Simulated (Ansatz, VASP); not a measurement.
**Two plane-wave programs on AlN**

The input POSCAR:

```
AlN
1.0
    0.0000000000      2.2012873829      2.2012873829
    2.1849006282      0.0163867547      2.1849006282
    2.1849006282      2.1849006282      0.0163867547
Al N
1 1
Direct
    0.0000000000      0.0000000000      0.0000000000
    0.7500000000      0.7500000000      0.7500000000
```

File INCAR.step1:

```
SYSTEM = AlN
PREC     = Accurate       ! precision mode
ENCUT    = 520            ! plane-wave cutoff, eV
ISMEAR   = 0              ! smearing method
SIGMA    = 0.05           ! smearing width, eV
LREAL    = .False.        ! projectors in reciprocal space
LASPH    = .True.         ! aspherical terms in the spheres
NELM     = 100            ! most SCF steps
NBANDS   = 11             ! bands
GGA      = PE             ! functional
ALGO     = Normal         ! electronic algorithm
EDIFF    = 1E-4           ! SCF threshold, eV
LWAVE    = .True.         ! write WAVECAR
LCHARG   = .False.        ! write CHGCAR
```

The input INCAR.step2:

```
SYSTEM = AlN
PREC     = Accurate       ! precision mode
ENCUT    = 520            ! plane-wave cutoff, eV
EDIFF    = 1E-7           ! SCF threshold, eV
ISMEAR   = 0              ! smearing method
SIGMA    = 0.05           ! smearing width, eV
LREAL    = .False.        ! projectors in reciprocal space
LASPH    = .True.         ! aspherical terms in the spheres
NELM     = 100            ! most SCF steps
ALGO     = Normal         ! electronic algorithm
ISIF     = 2              ! what is computed and relaxed
LWAVE    = .False.        ! write WAVECAR
LCHARG   = .False.        ! write CHGCAR
METAGGA  = R2SCAN         ! meta-GGA
LMIXTAU  = .True.       
NBANDS   = 11             ! bands
ISTART   = 1
```

KPOINTS

```
regular mesh
0
Gamma
  10 10 10
  0 0 0
```

Input for Ansatz:

```yaml
crystal:
  lattice:
    - [0.0, 2.2012873829, 2.2012873829]
    - [2.1849006282, 0.0163867547, 2.1849006282]
    - [2.1849006282, 2.1849006282, 0.0163867547]
  atoms:
    - { symbol: Al, position: [0.0, 0.0, 0.0] }
    - { symbol: "N", position: [0.75, 0.75, 0.75] }
basis:
  ecutwfc: 500
kpoints:
  mp_grid: { grid: [10, 10, 10] }
hamiltonian:
  xc: r2scan
scf:
  occupations: { method: gaussian, width: 0.05 }
output:
  forces: true
  stress: true
  eigenvalues: true
```

Change from the starting cell: strain +0.0150 x Voigt [0, 0, 0, 1, 0, 0], atoms carried along.

Alike in both runs: task single point; functional r2SCAN; k mesh 10 × 10 × 10; occupations gaussian, width 0.05 eV; no spin polarisation.

|  | VASP | Ansatz |
| --- | --- | --- |
| version | VASP 6.6.1 | Ansatz 0.2.0 |
| potentials or method | VASP PAW PBE potentials, release 64 (Al, N), cutoff 520 eV | scalar-relativistic, plane waves, PAW |
| valence electrons in the cell | 8 | 8 |

VASP gave:

| Item | Value |
| --- | --- |
| gap on the k mesh at the Fermi level (eV) | 3.89 |
| least direct gap on the mesh (eV) | 4.83 |
| pressure (GPa) | -0.3 |
| traceless stress, the component that is largest in VASP (GPa) | -3.56 |
| rms of the force components (eV/Å) | 0.076 |

**Question.** What did Ansatz give for the same quantities?

**Answer.** gap on the k mesh at the Fermi level (eV): 3.89; least direct gap on the mesh (eV): 4.80; pressure (GPa): 0.1; traceless stress, the component that is largest in VASP (GPa): -3.52; rms of the force components (eV/Å): 0.074.

VASP's potentials were made for PBE, not for r2SCAN. Atom by atom the forces differ by 0.001 eV/Å (rms over components). The functional is the same, so the differences come from potentials, cutoffs and numerics.
